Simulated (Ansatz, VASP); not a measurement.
**Ti3Al in VASP and in Ansatz**

```
Ti Al
1.0
     2.84535    0.00000    0.00000
    -1.42268    2.46415    0.00000
     0.00000    0.00000    9.52624
Ti Al
3 1
Direct
  0.66667 0.33333 0.00000
  0.33333 0.66667 0.75046
  0.33333 0.66667 0.24954
  0.66667 0.33333 0.50000
```

Alike in both runs: task single point; functional PBE; k mesh 18 × 18 × 6; occupations gaussian, width 0.15 eV; no spin polarisation.

```csv
,VASP,Ansatz
version,VASP 6.6.1,Ansatz 0.2.0
potentials or method,"VASP PAW PBE potentials, release 64 (Ti_sv, Al), cutoff 520 eV","scalar-relativistic, plane waves, PAW"
valence electrons in the cell,39,39
```

|  | VASP | Ansatz | Ansatz less VASP |
| --- | --- | --- | --- |
| gap on the k mesh at the Fermi level (eV) | none | none | - |
| pressure (GPa) | 2.6 | 2.9 | +0.22 |
| traceless stress, the component that is largest in VASP (GPa) | -5.71 | -5.76 | -0.047 |
| rms of the force components (eV/Å) | 0.071 | 0.075 | +0.0041 |

Atom by atom the forces differ by 0.004 eV/Å (rms over components). A gap of «none» marks a metal or a gap that the smearing closes. With one functional, cell and mesh, what is left measures potentials, basis and numerics.
